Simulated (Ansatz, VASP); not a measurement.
# Two plane-wave programs on Al

```
CELL_PARAMETERS angstrom
-1.43971 1.40460 1.97981
1.38156 -1.41422 2.00956
1.43966 1.41422 -1.97213
ATOMIC_POSITIONS crystal
Al 0.00000 0.00000 0.00000
```

Change from the starting cell: cell sheared at random, sigma 0.1, atoms nudged by 0.01 Å; relaxed back.

Alike in both runs: functional r2SCAN; k mesh 14 × 14 × 14; occupations gaussian, width 0.15 eV; no spin polarisation.

Ansatz relaxed the structure, and its values are those at the end. VASP's run is a single point on that final structure, the one shown.

```csv
,VASP,Ansatz
version,VASP 6.6.1,Ansatz 0.2.0
potentials or method,"VASP PAW PBE potentials, release 64 (Al), cutoff 520 eV","scalar-relativistic, plane waves, PAW"
valence electrons in the cell,3,3
```

|  | VASP | Ansatz | Ansatz less VASP |
| --- | --- | --- | --- |
| gap on the k mesh at the Fermi level (eV) | none | none | - |
| pressure (GPa) | -0.3 | 0.0 | +0.33 |

VASP's potentials were made for PBE, not for r2SCAN. A gap of «none» marks a metal or a gap that the smearing closes.
